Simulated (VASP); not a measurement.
Wanted: the native input for a VASP 6.6.1 run.

* Task: single point
* Functional: PBE
* Potentials or basis: VASP PAW PBE potentials, release 64 (Cu)
* Cutoff: 600 eV
* k mesh: 6 × 6 × 6
* Occupations: fermi-dirac, width 0.02 eV
* Spin: no spin polarisation
* Dipole correction: no
* Further INCAR settings: ALGO = Normal; EDIFF = 1e-06; NBANDS = 12

The structure of Cu lies in POSCAR:

```
Cu
1.0
    0.0000000000      1.8075000000      1.8075000000
    1.8075000000      0.0000000000      1.8075000000
    1.8075000000      1.8075000000      0.0000000000
Cu
1
Direct
    0.0000000000      0.0000000000      0.0000000000
```

These files were run (other wordings do the same):

INCAR

```
  ALGO = Normal
  EDIFF = 1E-6
  ENCUT = 600
  GGA = PE
  GGA_COMPAT = F
  ISIF = 2
  ISMEAR = -1
  LASPH = T
  LCHARG = T
  LELF = T
  LREAL = F
  LVHAR = T
  LWAVE = F
  NBANDS = 12
  NELM = 120
  PREC = Accurate
  SIGMA = 0.02
```

KPOINTS

```
k-points
0
Gamma
  6 6 6
```

Potentials or basis: VASP PAW PBE potentials, release 64 (Cu).

Command:

```console
$ cat potpaw_PBE.64/Cu/POTCAR > POTCAR
$ mpirun -np 1 vasp_std > vasp.out
```

Results of the run:

| Property | Result |
| --- | --- |
| Pressure | 3.5 GPa |
| Band gap on the k mesh | zero (an odd number of electrons rules out a gap without spin polarisation) |

Caveat: the k points lie up to 0.50 Å⁻¹ apart, too coarse for converged energies and pressures of a metal.

Run time: 4.1 s on 1 thread of Intel(R) Xeon(R) Platinum 8259CL CPU @ 2.50GHz (Skylake/Cascade Lake) (shared host), peak memory 0.12 GiB.
